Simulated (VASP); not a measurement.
Runs of VASP 6.6.1 on SnTe. The structure is that of space group P6/mmm (No. 191), or close to it. The cells are those of the table. The cell was generated, and may not be a known phase.

```tsv
task	cell	k mesh	cutoff (eV)	gap on the mesh (eV)	pressure (GPa)	relaxed volume (Å³/atom)
relaxation of cell and atoms	relaxed from a = 3.229, b = 3.229, c = 6.883 Å, angles 90.0, 90.0, 120.0°, 2 atoms	6 × 6 × 4	600	none	0.0	30.34
single point	a = 4.039, b = 4.039, c = 8.652 Å, angles 90.0, 90.0, 120.0°, 2 atoms	6 × 6 × 2	520	none	-5.9	-
relaxation of cell and atoms	relaxed from a = 4.039, b = 4.039, c = 8.652 Å, angles 90.0, 90.0, 120.0°, 2 atoms	6 × 6 × 2	600	none	-0.1	(a)
single point	a = 3.229, b = 3.229, c = 6.883 Å, angles 90.0, 90.0, 120.0°, 2 atoms	6 × 6 × 2	520	none	-0.1	-
relaxation of cell and atoms	relaxed from a = 3.286, b = 3.286, c = 6.488 Å, angles 90.0, 90.0, 120.0°, 2 atoms	18 × 18 × 10	600	none	0.0	30.56
```

Alike in all rows: level PBE; potentials or basis VASP PAW PBE potentials, release 64 (Sn_d, Te); no spin polarisation; smearing gaussian 0.1 eV.

Task: Estimate the missing entries.

Result: (a) 31.09.

Caveats: some runs use coarse meshes; spin-orbit coupling is left out, which moves the levels of the heavy elements; the volume moved by over 15 % at a fixed basis, so the end points are rough (at least some runs).

A k mesh can miss the band edges, and the runs leave out spin-orbit coupling on Sn, Te.

A gap of «none» marks levels without a gap at the run's occupations.
